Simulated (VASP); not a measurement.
Here is a VASP 6.6.1 calculation.

File INCAR:

```
PREC = Accurate
ENCUT = 520
EDIFF = 1E-6
ISMEAR = 0
SIGMA = 0.2
LREAL = F
LASPH = T
NELM = 60
ALGO = Normal
ISIF = 2
LWAVE = F
LCHARG = T
GGA = PE
LELF = T
LVHAR = T
NBANDS = 35
```

KPOINTS

```
regular mesh
0
Gamma
  8 4 4
```

Contents of POSCAR:

```
TaAgC
1.0
    0.0004361566      3.0099479197      0.0012832857
   -0.0016000574     -0.0022804337      5.3534727199
    5.4041159035     -0.0008680752      0.0045958776
Ta Ag C
2 2 2
Direct
    0.6667309732      0.6305060972      0.2497710964
    0.6665131426      0.3695140620      0.7498884268
    0.1677007877      0.1051003778      0.2503706137
    0.1658399206     -0.1051154130      0.7503818187
    0.1666196820      0.5000031396      0.4997924753
    0.1665954940      0.4999917363      0.9997955691
```

Potentials or basis: VASP PAW PBE potentials, release 64 (Ta_pv, Ag, C).

Command:

```bash
$ cat potpaw_PBE.64/Ta_pv/POTCAR potpaw_PBE.64/Ag/POTCAR potpaw_PBE.64/C/POTCAR > POTCAR
$ mpirun -np 1 vasp_std > vasp.out
```

(1) Estimate the largest force.

(2) Estimate the pressure.

Answers

(1) 0.022 eV/Å.

(2) 0.1 GPa.
